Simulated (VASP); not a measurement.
CaO, 2 atoms in the cell. Symmetry: Fm-3m, No. 225, cubic system. Conventional cell: a = 4.783 Å, b = 4.783 Å, c = 4.783 Å, α = 90.00°, β = 90.00°, γ = 90.00°. Within 3.2 Å of Ca (site symmetry m-3m) lie 6 O at 2.39 Å. O (site symmetry m-3m) has 6 Ca at 2.39 Å within 3.2 Å. 

- Program: VASP 6.6.1
- Task: single point
- Functional: PBE
- Dispersion: D3(BJ)
- Potentials or basis: VASP PAW PBE potentials, release 64 (Ca_sv, O)
- Cutoff: 520 eV
- k mesh: 8 × 8 × 8
- Occupations: gaussian, width 0.02 eV
- Spin: no spin polarisation
- Dipole correction: no
- Further INCAR settings: ALGO = Normal; EDIFF = 1e-06; NBANDS = 15

Potentials or basis: VASP PAW PBE potentials, release 64 (Ca_sv, O).

The run is started by

```console
$ cat potpaw_PBE.64/Ca_sv/POTCAR potpaw_PBE.64/O/POTCAR > POTCAR
$ mpirun -np 1 vasp_std > vasp.out
```

Hardware: 1 thread of AMD EPYC 9R45 96-Core Processor (Zen 5), with other jobs on the host.

Problem. Estimate the wall time of this run.

Solution. Run time: 8.1 s on 1 thread of AMD EPYC 9R45 96-Core Processor (Zen 5), with other jobs on the host, peak memory 0.14 GiB. Counts: scf iterations 12, k points 29.
